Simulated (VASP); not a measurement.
# NiO (P-6m2) in VASP: single point with HSE06

Aim: the single point of NiO with HSE06.

Program: VASP 6.6.1. These are calculated values, not measurements. Logs are shortened: lines on timing, memory, paths and dates and some standing lists are left out, and cuts for length are marked.

### Step 1. The cell of the first run

It takes space group P-6m2 (No. 187, hexagonal). Conventional cell: a = 2.783 Å, b = 2.783 Å, c = 2.716 Å, α = 90.00°, β = 90.00°, γ = 120.00°. Ni (site symmetry -6m2) has 6 O at 2.10 Å and 8 Ni at 2.72 to 2.78 Å within 2.8 Å. Within 2.8 Å of O (site symmetry -6m2) lie 6 Ni at 2.10 Å and 8 O at 2.72 to 2.78 Å.

### Step 2. Single point, HSE06, collinear spin, ferromagnetic start

POSCAR reads:

```
NiO
1.0
    2.7830607900      0.0000000000      0.0000000000
   -1.3915303900      2.4102013400      0.0000000000
    0.0000000000      0.0000000000      2.7161294400
Ni O
1 1
Direct
    0.0000000000      0.0000000000      0.0000000000
    0.6666666667      0.3333333333      0.5000000000
```

INCAR.step1 reads:

```
SYSTEM = NiO
PREC = Accurate
ENCUT = 520
EDIFF = 1E-5
ISMEAR = -1
SIGMA = 0.05
LREAL = .False.
LASPH = .True.
NELM = 150
ALGO = Normal
ISIF = 2
LWAVE = .True.
LCHARG = .False.
ISPIN = 2
MAGMOM = 1 0
LORBIT = 11
LMAXMIX = 4
GGA = PE
NBANDS = 19
```

INCAR.step2 reads:

```
SYSTEM = NiO
PREC = Accurate
ENCUT = 520
EDIFF = 1E-7
ISMEAR = -1
SIGMA = 0.05
LREAL = .False.
LASPH = .True.
NELM = 150
ALGO = Normal
ISIF = 2
LWAVE = .False.
LCHARG = .False.
ISPIN = 2
MAGMOM = 1 0
LORBIT = 11
LMAXMIX = 4
GGA = PE
LHFCALC = .True.
HFSCREEN = 0.2079
PRECFOCK = Normal
ISTART = 1
NBANDS = 19
```

KPOINTS reads:

```
Automatic mesh
0
Gamma
  6 6 5
  0 0 0
```

Potentials or basis: VASP PAW PBE potentials, release 64 (Ni, O).

Command:

```sh
$ cat potpaw_PBE.64/Ni/POTCAR potpaw_PBE.64/O/POTCAR > POTCAR
$ cp INCAR.step1 INCAR
$ mpirun -np 1 vasp_std > vasp.out
$ cp INCAR.step2 INCAR
$ mpirun -np 1 vasp_std > vasp.out
```

OUTCAR:

```text
SYSTEM = NiO
   PREC = Accurate
   ENCUT = 520
   EDIFF = 1E-7
   ISMEAR = -1
   LREAL = .False.
   LASPH = .True.
   NELM = 150
   ISIF = 2
   ISPIN = 2
   LORBIT = 11
   GGA = PE
   LHFCALC = .True.
   HFSCREEN = 0.2079
   PRECFOCK = Normal
   ISTART = 1

 ion  position               nearest neighbor table
   1  0.000  0.000  0.000-   2 2.10   2 2.10   2 2.10   2 2.10   2 2.10   2 2.10
   2  0.667  0.333  0.500-   1 2.10   1 2.10   1 2.10   1 2.10   1 2.10   1 2.10

  LATTYP: Found a hexagonal cell.
 ALAT       =     2.7830607900
 C/A-ratio  =     0.9759504535

  Lattice vectors:

 A1 = (   2.7830607900,   0.0000000000,   0.0000000000)
 A2 = (  -1.3915303900,   2.4102013400,   0.0000000000)
 A3 = (   0.0000000000,   0.0000000000,   2.7161294400)

Analysis of symmetry for initial positions (statically):
=====================================================================
 Subroutine PRICEL returns:
 Original cell was already a primitive cell.

 Routine SETGRP: Setting up the symmetry group for a
 hexagonal supercell.

 Subroutine GETGRP returns: Found 12 space group operations
 (whereof 12 operations were pure point group operations)
 out of a pool of 24 trial point group operations.

The static configuration has the point symmetry D_3h.

Analysis of symmetry for dynamics (positions and initial velocities):
=====================================================================
 Subroutine PRICEL returns:
 Original cell was already a primitive cell.

 Routine SETGRP: Setting up the symmetry group for a
 hexagonal supercell.

 Subroutine GETGRP returns: Found 12 space group operations
 (whereof 12 operations were pure point group operations)
 out of a pool of 24 trial point group operations.

The dynamic configuration has the point symmetry D_3h.

Analysis of structural, dynamic, and magnetic symmetry:
=====================================================================
 Subroutine PRICEL returns:
 Original cell was already a primitive cell.

 Routine SETGRP: Setting up the symmetry group for a
 hexagonal supercell.

 Subroutine GETGRP returns: Found 12 space group operations
 (whereof 12 operations were pure point group operations)
 out of a pool of 24 trial point group operations.

The overall configuration has the point symmetry D_3h.

 Subroutine INISYM returns: Found 12 space group operations
 (whereof 12 operations are pure point group operations),
 and found     1 'primitive' translations

----------------------------------------------------------------------------------------

                                     Primitive cell

  volume of cell :      18.2191

  direct lattice vectors                    reciprocal lattice vectors
     2.783060790  0.000000000  0.000000000     0.359316621  0.207451548  0.000000000
    -1.391530390  2.410201340  0.000000000     0.000000000  0.414903097  0.000000000
     0.000000000  0.000000000  2.716129440     0.000000000  0.000000000  0.368170966

  length of vectors
     2.783060790  2.783060784  2.716129440     0.414903096  0.414903097  0.368170966

  position of ions in fractional coordinates (direct lattice)
     0.000000000  0.000000000  0.000000000
     0.666666667  0.333333333  0.500000000

  ion indices of the primitive-cell ions
   primitive index   ion index
                 1           1
                 2           2

----------------------------------------------------------------------------------------

 KPOINTS: Automatic mesh

Automatic generation of k-mesh.
 Grid dimensions read from file:
 generate k-points for:    6    6    5

 Generating k-lattice:

  Cartesian coordinates                     Fractional coordinates (reciprocal lattice)
     0.059886104  0.034575258  0.000000000     0.166666667  0.000000000  0.000000000
     0.000000000  0.069150516  0.000000000     0.000000000  0.166666667  0.000000000
     0.000000000  0.000000000  0.073634193     0.000000000  0.000000000  0.200000000

  Length of vectors
     0.069150516  0.069150516  0.073634193

  Shift w.r.t. Gamma in fractional coordinates (k-lattice)
     0.000000000  0.000000000  0.000000000

 Subroutine IBZKPT returns following result:
 ===========================================

 Found     21 irreducible k-points:

 Following reciprocal coordinates:
            Coordinates               Weight
  0.000000  0.000000  0.000000      1.000000
  0.166667  0.000000  0.000000      6.000000
  0.333333  0.000000  0.000000      6.000000
  0.500000 -0.000000  0.000000      3.000000
  0.166667  0.166667  0.000000      6.000000
  0.333333  0.166667  0.000000     12.000000
[... 13 lines left out ...]
  0.333333  0.166667  0.400000     24.000000
  0.333333  0.333333  0.400000      4.000000
   k-points           NKPTS =     21   k-points in BZ     NKDIM =    180   number of bands    NBANDS=     19
   number of dos      NEDOS =    301   number of ions     NIONS =      2
   total plane-waves  NPLWV =  11520
   dimension x,y,z NGX =    24 NGY =   24 NGZ =   20
   dimension x,y,z NGXF=    48 NGYF=   48 NGZF=   40
   ions per type =               1   1
   NGX,Y,Z   is equivalent  to a cutoff of  14.34, 14.34, 12.24 a.u.
   NGXF,Y,Z  is equivalent  to a cutoff of  28.67, 28.67, 24.48 a.u.
 SYSTEM =  NiO
   PREC   = accura    normal or accurate (medium, high low for compatibility)
   ISTART =      1    job   : 0-new  1-cont  2-samecut
   ICHARG =      0    charge: 1-file 2-atom 10-const
   ISPIN  =      2    spin polarized calculation?
   LNONCOLLINEAR =      F non collinear calculations
   LSORBIT =      F    spin-orbit coupling
   LASPH  =      T    aspherical Exc in radial PAW
   ENCUT  =  520.0 eV  38.22 Ry    6.18 a.u.   5.17  5.17  5.05*2*pi/ulx,y,z
   NELM   =    150;   NELMIN=  2; NELMDL=  0     # of ELM steps
   EDIFF  = 0.1E-06   stopping-criterion for ELM
   LREAL  =      F    real-space projection
   EDIFFG = 0.1E-05   stopping-criterion for IOM
   NSW    =      0    number of steps for IOM
   IBRION =     -1    ionic relax: 0-MD 1-quasi-New 2-CG
   NFREE  =      0    steps in history (QN), initial steepest desc. (CG)
   ISIF   =      2    stress and relaxation
   ISYM   =      3    0-nonsym 1-usesym 2-fastsym
   POTIM  = 0.5000    time-step for ionic-motion
   TEBEG  =    0.0;   TEEND  =   0.0 temperature during run
   PSTRESS=    0.0 pullay stress
   NELECT =      16.0000    total number of electrons
   NUPDOWN=      -1.0000    fix difference up-down
   EMIN   =  10.00;   EMAX   =-10.00  energy-range for DOS
   EFERMI =   0.00;   METHOD = LEGACY
   ISMEAR =    -1;   SIGMA  =   0.05  broadening in eV -4-tet -1-fermi 0-gaus
   EFERMI_NEDOS =   21; number of points for ismear=-14 and -15
   IALGO  =     38    algorithm
   IMIX   =      1    mixing-type and parameters
     AMIX     =   0.40;   BMIX     =  1.00
     AMIX_MAG =   1.60;   BMIX_MAG =  1.00
  volume/ion in A,a.u.               =       9.11        61.47
  Fermi-wavevector in a.u.,A,eV,Ry     =   1.567735  2.962590 33.440306  2.457793
  Thomas-Fermi vector in A             =   2.669871
   LORBIT       =     11    0 simple, 1 ext, 2 COOP (PROOUT), +10 PAW based schemes
   GGA     = PE    functional components
   LHFCALC =     T    Hartree Fock is set to
   PRECFOCK=normal    Normal, Fast or Accurate (Low or Medium for compatibility)
   ENCUT4O =  -1.0   cutoff for four orbital integrals eV
   NKREDX  =     1    reduce k-point grid by
   NKREDY  =     1    reduce k-point grid by
   NKREDZ  =     1    reduce k-point grid by
   AEXX    =    0.2500 exact exchange contribution
   HFSCREEN=    0.2079 screening length (either q_TF or 0.3 A-1)
   HFSCREENC=   0.2079 screening length for correlation (either q_TF or 0.3 A-1)
   ENCUTFOCK=  -1.0 apply spherical cutoff to Coloumb kernel
   IVDW    =     0    specifies the selected vdW correction
   LEPSILON=     F    determine dielectric tensor
   LRPA    =     F    only Hartree local field effects (RPA)
 spin polarized calculation
  energy-cutoff  :      520.00
  volume of cell :       18.22
 maximum number of plane-waves:       500
 NGX is ok and might be reduce to    24
  NGX = 16; NGY = 16; NGZ = 16

 number of electron      16.0000004 magnetization       1.9998303

 Free energy of the ion-electron system (eV)
  ---------------------------------------------------
  ext. energy  EPLUGINS =         0.00000000
  ---------------------------------------------------
  free energy    TOTEN  =       -15.30044750 eV

  energy without entropy =      -15.30044750  energy(sigma->0) =      -15.30044750

 E-fermi :   7.9052     XC(G=0): -10.3381

 val. band max:        7.0919029592   @ k =   0.0000   0.0000   0.0000
 cond. band min:       8.7252920033   @ k =   0.3333   0.3333   0.0000
 fundamental gap:      1.6333890441
 Fermi energy:         7.9052412218

 spin component 1

 k-point     1 :       0.0000    0.0000    0.0000
  band No.  band energies     occupation
      1     -14.9824      1.00000
      2       0.8153      1.00000
      3       1.3602      1.00000
      4       1.3602      1.00000
      5       1.3744      1.00000
      6       1.3744      1.00000
[... 11 lines left out ...]
     18      40.8850      0.00000
     19      40.8850      0.00000
[... 422 lines left out ...]
      2      -1.5517      1.00000
      3      -0.4654      1.00000
      4       1.1581      1.00000
      5       1.8400      1.00000
      6       2.6066      1.00000
[... 11 lines left out ...]
     18      42.2975      0.00000
     19      45.2603      0.00000
 Fermi energy:         7.9052412218

 spin component 2

 k-point     1 :       0.0000    0.0000    0.0000
  band No.  band energies     occupation
      1     -14.3725      1.00000
      2       1.7031      1.00000
      3       2.5124      1.00000
      4       2.5124      1.00000
      5       4.3195      1.00000
      6       7.0919      1.00000
[... 11 lines left out ...]
     18      41.1355      0.00000
     19      41.1355      0.00000
[... 423 lines left out ...]
      3       0.9561      1.00000
      4       1.8720      1.00000
      5       3.9182      1.00000
      6       4.0305      1.00000
[... 11 lines left out ...]
     18      42.8353      0.00000
     19      45.4760      0.00000

------------------------ aborting loop because EDIFF is reached ----------------------------------------

  FORCE on cell =-STRESS in cart. coord.  units (eV):
  Direction    XX          YY          ZZ          XY          YZ          ZX
  --------------------------------------------------------------------------------------
  -------------------------------------------------------------------------------------
  Total        0.8085746      0.8085746     -0.2307888      0.0000000      0.0000000     -0.0000000
  in kB       71.1056635     71.1056632    -20.2954590      0.0000001      0.0000000     -0.0000000
  external PRESSURE =      40.6386226 kB  Pullay stress =       0.0000000 kB

 VOLUME and BASIS-vectors are now :
 -----------------------------------------------------------------------------
  energy-cutoff  :      520.00
  volume of cell :       18.22
      direct lattice vectors                 reciprocal lattice vectors
     2.783060790  0.000000000  0.000000000     0.359316621  0.207451548  0.000000000
    -1.391530390  2.410201340  0.000000000     0.000000000  0.414903097  0.000000000
     0.000000000  0.000000000  2.716129440     0.000000000  0.000000000  0.368170966

 POSITION                                       TOTAL-FORCE (eV/Angst)
 -----------------------------------------------------------------------------------
      0.00000      0.00000      0.00000        -0.000000      0.000000      0.000000
      1.39153      0.80340      1.35806         0.000000      0.000000      0.000000
 -----------------------------------------------------------------------------------
    total drift:                               -0.000000     -0.000001     -0.000000

  FREE ENERGIE OF THE ION-ELECTRON SYSTEM (eV)
  ---------------------------------------------------
  free  energy   TOTEN  =       -15.3004474992 eV

  energy  without entropy=      -15.3004474976  energy(sigma->0) =      -15.30044750

 total charge

# of ion       s       p       d       tot
------------------------------------------
    1        0.333   0.439   8.128   8.901
    2        1.559   3.484   0.000   5.043
--------------------------------------------------
tot          1.892   3.923   8.128  13.944

 magnetization (x)

# of ion       s       p       d       tot
------------------------------------------
    1       -0.001  -0.002   1.698   1.695
    2        0.023   0.253   0.000   0.276
--------------------------------------------------
tot          0.022   0.251   1.698   1.971
```

It took 73 min on 1 thread of Oxide Virtual Turin-like, shared host; peak memory 0.22 GiB.

Results:

| Item | Value |
| --- | --- |
| Free energy | -15.3004 eV |
| Pressure | 4.1 GPa |
| Band gap on the k mesh | 1.63 eV (least direct gap 2.32 eV) |
| Net moment | 2.00 μB per cell |
| Site moments | Ni +1.70; O +0.28 μB |
| Valence electrons inside the program's atomic spheres | Ni 8.90; O 5.04 |

Caveat: the k points lie up to 0.46 Å⁻¹ apart; the PAW data sets were made with another functional, which shifts forces and pressure a little; a cell with one magnetic atom can't hold antiferromagnetic order, which such compounds often take.
